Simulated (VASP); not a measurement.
# GaCo (Pm-3m) in VASP: a series of runs

The runs below take GaCo through single point, with PBE.

All numbers are computed with VASP 6.6.1; they aren't measurements. Logs are shortened: lines on timing, memory, paths and dates and some standing lists are left out, and cuts for length are marked.

### 1 The cell of the first run

It takes space group Pm-3m (No. 221, cubic). The conventional cell has a = 2.825 Å, b = 2.825 Å, c = 2.825 Å, α = 90.00°, β = 90.00°, γ = 90.00°. Ga (site symmetry m-3m) has 8 Co at 2.45 Å and 6 Ga at 2.82 Å within 3.2 Å. Co (site symmetry m-3m) has 8 Ga at 2.45 Å and 6 Co at 2.82 Å within 3.2 Å.

### 2 Single point, PBE, collinear spin, ferromagnetic start (11.27 Å³/atom)

Input file INCAR:

```
ALGO = Normal
EDIFF = 1E-7
ENCUT = 520
GGA = PE
ISIF = 2
ISMEAR = -1
ISPIN = 2
LASPH = T
LCHARG = T
LELF = T
LMAXMIX = 4
LORBIT = 11
LREAL = F
LVHAR = T
LWAVE = F
MAGMOM = 0 2
NBANDS = 22
NELM = 150
PREC = Accurate
SIGMA = 0.03
```

Input file KPOINTS:

```
k-points
0
Gamma
  11 11 11
```

Input file POSCAR:

```
GaCo
1.0
    2.8247453739      0.0000000000      0.0000000000
    0.0000000000      2.8247453739      0.0000000000
    0.0000000000      0.0000000000      2.8247453739
Ga Co
1 1
Direct
    0.5000000000      0.5000000000      0.5000000000
    0.0000000000      0.0000000000      0.0000000000
```

Potentials or basis: VASP PAW PBE potentials, release 64 (Ga_d, Co).

The run is started by

```sh
cat potpaw_PBE.64/Ga_d/POTCAR potpaw_PBE.64/Co/POTCAR > POTCAR
mpirun -np 1 vasp_std > vasp.out
```

OUTCAR:

```text
EDIFF = 1E-7
   ENCUT = 520
   GGA = PE
   ISIF = 2
   ISMEAR = -1
   ISPIN = 2
   LASPH = T
   LORBIT = 11
   LREAL = F
   NELM = 150
   PREC = Accurate

 ion  position               nearest neighbor table
   1  0.500  0.500  0.500-   2 2.45   2 2.45   2 2.45   2 2.45   2 2.45   2 2.45   2 2.45   2 2.45

   2  0.000  0.000  0.000-   1 2.45   1 2.45   1 2.45   1 2.45   1 2.45   1 2.45   1 2.45   1 2.45

  LATTYP: Found a simple cubic cell.
 ALAT       =     2.8247453739

  Lattice vectors:

 A1 = (   2.8247453739,   0.0000000000,   0.0000000000)
 A2 = (   0.0000000000,   2.8247453739,   0.0000000000)
 A3 = (   0.0000000000,   0.0000000000,   2.8247453739)

Analysis of symmetry for initial positions (statically):
=====================================================================
 Subroutine PRICEL returns:
 Original cell was already a primitive cell.

 Routine SETGRP: Setting up the symmetry group for a
 simple cubic supercell.

 Subroutine GETGRP returns: Found 48 space group operations
 (whereof 48 operations were pure point group operations)
 out of a pool of 48 trial point group operations.

The static configuration has the point symmetry O_h .

Analysis of symmetry for dynamics (positions and initial velocities):
=====================================================================
 Subroutine PRICEL returns:
 Original cell was already a primitive cell.

 Routine SETGRP: Setting up the symmetry group for a
 simple cubic supercell.

 Subroutine GETGRP returns: Found 48 space group operations
 (whereof 48 operations were pure point group operations)
 out of a pool of 48 trial point group operations.

The dynamic configuration has the point symmetry O_h .

Analysis of structural, dynamic, and magnetic symmetry:
=====================================================================
 Subroutine PRICEL returns:
 Original cell was already a primitive cell.

 Routine SETGRP: Setting up the symmetry group for a
 simple cubic supercell.

 Subroutine GETGRP returns: Found 48 space group operations
 (whereof 48 operations were pure point group operations)
 out of a pool of 48 trial point group operations.

The overall configuration has the point symmetry O_h .

 Subroutine INISYM returns: Found 48 space group operations
 (whereof 48 operations are pure point group operations),
 and found     1 'primitive' translations

----------------------------------------------------------------------------------------

                                     Primitive cell

  volume of cell :      22.5392

  direct lattice vectors                    reciprocal lattice vectors
     2.824745374  0.000000000  0.000000000     0.354014209  0.000000000  0.000000000
     0.000000000  2.824745374  0.000000000     0.000000000  0.354014209  0.000000000
     0.000000000  0.000000000  2.824745374     0.000000000  0.000000000  0.354014209

  length of vectors
     2.824745374  2.824745374  2.824745374     0.354014209  0.354014209  0.354014209

  position of ions in fractional coordinates (direct lattice)
     0.500000000  0.500000000  0.500000000
     0.000000000  0.000000000  0.000000000

  ion indices of the primitive-cell ions
   primitive index   ion index
                 1           1
                 2           2

----------------------------------------------------------------------------------------

 KPOINTS: k-points

Automatic generation of k-mesh.
 Grid dimensions read from file:
 generate k-points for:   11   11   11

 Generating k-lattice:

  Cartesian coordinates                     Fractional coordinates (reciprocal lattice)
     0.032183110  0.000000000  0.000000000     0.090909091  0.000000000  0.000000000
     0.000000000  0.032183110  0.000000000     0.000000000  0.090909091  0.000000000
     0.000000000  0.000000000  0.032183110     0.000000000  0.000000000  0.090909091

  Length of vectors
     0.032183110  0.032183110  0.032183110

  Shift w.r.t. Gamma in fractional coordinates (k-lattice)
     0.000000000  0.000000000  0.000000000

 Subroutine IBZKPT returns following result:
 ===========================================

 Found     56 irreducible k-points:

 Following reciprocal coordinates:
            Coordinates               Weight
  0.000000  0.000000  0.000000      1.000000
  0.090909  0.000000  0.000000      6.000000
  0.181818  0.000000  0.000000      6.000000
  0.272727  0.000000  0.000000      6.000000
  0.363636  0.000000  0.000000      6.000000
  0.454545  0.000000  0.000000      6.000000
[... 16 lines left out ...]
  0.181818  0.090909  0.090909     24.000000
  0.272727  0.090909  0.090909     24.000000
 [... further k-points ...]
   k-points           NKPTS =     56   k-points in BZ     NKDIM =     56   number of bands    NBANDS=     22
   number of dos      NEDOS =    301   number of ions     NIONS =      2
   total plane-waves  NPLWV =  13824
   dimension x,y,z NGX =    24 NGY =   24 NGZ =   24
   dimension x,y,z NGXF=    48 NGYF=   48 NGZF=   48
   ions per type =               1   1
   NGX,Y,Z   is equivalent  to a cutoff of  14.12, 14.12, 14.12 a.u.
   NGXF,Y,Z  is equivalent  to a cutoff of  28.25, 28.25, 28.25 a.u.
 SYSTEM =  unknown system
   PREC   = accura    normal or accurate (medium, high low for compatibility)
   ISTART =      0    job   : 0-new  1-cont  2-samecut
   ICHARG =      2    charge: 1-file 2-atom 10-const
   ISPIN  =      2    spin polarized calculation?
   LNONCOLLINEAR =      F non collinear calculations
   LSORBIT =      F    spin-orbit coupling
   LASPH  =      T    aspherical Exc in radial PAW
   ENCUT  =  520.0 eV  38.22 Ry    6.18 a.u.   5.25  5.25  5.25*2*pi/ulx,y,z
   NELM   =    150;   NELMIN=  2; NELMDL= -5     # of ELM steps
   EDIFF  = 0.1E-06   stopping-criterion for ELM
   LREAL  =      F    real-space projection
   EDIFFG = 0.1E-05   stopping-criterion for IOM
   NSW    =      0    number of steps for IOM
   IBRION =     -1    ionic relax: 0-MD 1-quasi-New 2-CG
   NFREE  =      0    steps in history (QN), initial steepest desc. (CG)
   ISIF   =      2    stress and relaxation
   ISYM   =      2    0-nonsym 1-usesym 2-fastsym
   POTIM  = 0.5000    time-step for ionic-motion
   TEBEG  =    0.0;   TEEND  =   0.0 temperature during run
   PSTRESS=    0.0 pullay stress
   NELECT =      22.0000    total number of electrons
   NUPDOWN=      -1.0000    fix difference up-down
   EMIN   =  10.00;   EMAX   =-10.00  energy-range for DOS
   EFERMI =   0.00;   METHOD = LEGACY
   ISMEAR =    -1;   SIGMA  =   0.03  broadening in eV -4-tet -1-fermi 0-gaus
   EFERMI_NEDOS =   21; number of points for ismear=-14 and -15
   IALGO  =     38    algorithm
   IMIX   =      4    mixing-type and parameters
     AMIX     =   0.40;   BMIX     =  1.00
     AMIX_MAG =   1.60;   BMIX_MAG =  1.00
  volume/ion in A,a.u.               =      11.27        76.05
  Fermi-wavevector in a.u.,A,eV,Ry     =   1.623939  3.068800 35.880990  2.637178
  Thomas-Fermi vector in A             =   2.717307
   LORBIT       =     11    0 simple, 1 ext, 2 COOP (PROOUT), +10 PAW based schemes
   GGA     = PE    functional components
   LHFCALC =     F    Hartree Fock is set to
   AEXX    =    0.0000 exact exchange contribution
   IVDW    =     0    specifies the selected vdW correction
   LEPSILON=     F    determine dielectric tensor
   LRPA    =     F    only Hartree local field effects (RPA)
 spin polarized calculation
  energy-cutoff  :      520.00
  volume of cell :       22.54
 maximum number of plane-waves:       624
 NGX is ok and might be reduce to    24
   NGX = 11   NGY = 11   NGZ = 11

 number of electron      21.9999991 magnetization       0.0000356

 Free energy of the ion-electron system (eV)
  ---------------------------------------------------
  ext. energy  EPLUGINS =         0.00000000
  ---------------------------------------------------
  free energy    TOTEN  =       -10.42854945 eV

  energy without entropy =      -10.42530023  energy(sigma->0) =      -10.42692484

 E-fermi :  10.5924     XC(G=0): -13.5174

 val. band max:       10.5224124816   @ k =   0.4545   0.3636   0.0000
 cond. band min:      10.6116294178   @ k =   0.4545   0.3636   0.0909
 fundamental gap:      0.0892169362
 Fermi energy:        10.5924408582

 spin component 1

 k-point     1 :       0.0000    0.0000    0.0000
  band No.  band energies     occupation
      1      -4.7237      1.00000
      2      -4.7237      1.00000
      3      -4.3185      1.00000
      4      -4.3185      1.00000
      5      -4.3185      1.00000
      6      -1.9858      1.00000
[... 14 lines left out ...]
     21      37.1775      0.00000
     22      37.1775      0.00000
[... 552 lines left out ...]
  band No.  band energies     occupation
      1      -4.6481      1.00000
      2      -4.5281      1.00000
      3      -4.4061      1.00000
      4      -4.3964      1.00000
      5      -4.3257      1.00000
      6      -0.2080      1.00000
[... 14 lines left out ...]
     21      31.8526      0.00000
     22      34.4357      0.00000

 [... further k-points ...]

 spin component 2

 k-point     1 :       0.0000    0.0000    0.0000
  band No.  band energies     occupation
      1      -4.7237      1.00000
      2      -4.7237      1.00000
      3      -4.3185      1.00000
      4      -4.3185      1.00000
      5      -4.3185      1.00000
      6      -1.9858      1.00000
[... 14 lines left out ...]
     21      37.1776      0.00000
     22      37.1776      0.00000
[... 552 lines left out ...]
  band No.  band energies     occupation
      1      -4.6481      1.00000
      2      -4.5281      1.00000
      3      -4.4061      1.00000
      4      -4.3964      1.00000
      5      -4.3257      1.00000
      6      -0.2080      1.00000
[... 14 lines left out ...]
     21      31.8526      0.00000
     22      34.4357      0.00000

 [... further k-points ...]

------------------------ aborting loop because EDIFF is reached ----------------------------------------

  FORCE on cell =-STRESS in cart. coord.  units (eV):
  Direction    XX          YY          ZZ          XY          YZ          ZX
  --------------------------------------------------------------------------------------
  -------------------------------------------------------------------------------------
  Total        1.7489715      1.7489715      1.7489715      0.0000000      0.0000000     -0.0000000
  in kB      124.3241199    124.3241199    124.3241199      0.0000000      0.0000000     -0.0000000
  external PRESSURE =     124.3241199 kB  Pullay stress =       0.0000000 kB

 VOLUME and BASIS-vectors are now :
 -----------------------------------------------------------------------------
  energy-cutoff  :      520.00
  volume of cell :       22.54
      direct lattice vectors                 reciprocal lattice vectors
     2.824745374  0.000000000  0.000000000     0.354014209  0.000000000  0.000000000
     0.000000000  2.824745374  0.000000000     0.000000000  0.354014209  0.000000000
     0.000000000  0.000000000  2.824745374     0.000000000  0.000000000  0.354014209

 POSITION                                       TOTAL-FORCE (eV/Angst)
 -----------------------------------------------------------------------------------
      1.41237      1.41237      1.41237         0.000000      0.000000      0.000000
      0.00000      0.00000      0.00000         0.000000      0.000000      0.000000
 -----------------------------------------------------------------------------------
    total drift:                                0.000000      0.000000     -0.000000

  FREE ENERGIE OF THE ION-ELECTRON SYSTEM (eV)
  ---------------------------------------------------
  free  energy   TOTEN  =       -10.4285494520 eV

  energy  without entropy=      -10.4253002307  energy(sigma->0) =      -10.42692484

 total charge

# of ion       s       p       d       tot
------------------------------------------
    1        0.856   0.946  10.075  11.877
    2        0.407   0.501   7.557   8.464
--------------------------------------------------
tot          1.262   1.446  17.632  20.341

 magnetization (x)

# of ion       s       p       d       tot
------------------------------------------
    1       -0.000   0.000  -0.000  -0.000
    2       -0.000   0.000   0.000   0.000
--------------------------------------------------
tot         -0.000   0.000   0.000   0.000
```

Wall time 63 s (1 thread of Intel Xeon 8259CL, shared host); peak memory 0.18 GiB.

Results:

```yaml
Free_energy: -10.4285 eV
Pressure: 12.4 GPa
Band_gap_on_the_k_mesh: zero (filled and empty bands overlap)
Net_moment: 0.00 μB per cell
Valence_electrons_inside_the_program's_atomic_spheres: Ga 11.88; Co 8.46
```

Levels at points of the mesh, in eV from the Fermi level:
Spin up:
| k point | band 9 | band 10 | band 11 | band 12 | band 13 | band 14 |
| --- | --- | --- | --- | --- | --- | --- |
| (0.00, 0.00, 0.00) | -0.82 | -0.82 | -0.82 | 5.39 | 5.39 | 5.39 |
Spin down:
```csv
k point,band 7,band 8,band 9,band 10,band 11,band 12,band 13,band 14,band 15,band 16
"(0.00, 0.00, 0.00)",-2.78,-2.78,-0.82,-0.82,-0.82,5.39,5.39,5.39,11.40,11.40
```

Caveat: the cell stands under pressure.

(Part 1 of 2 ends here.)
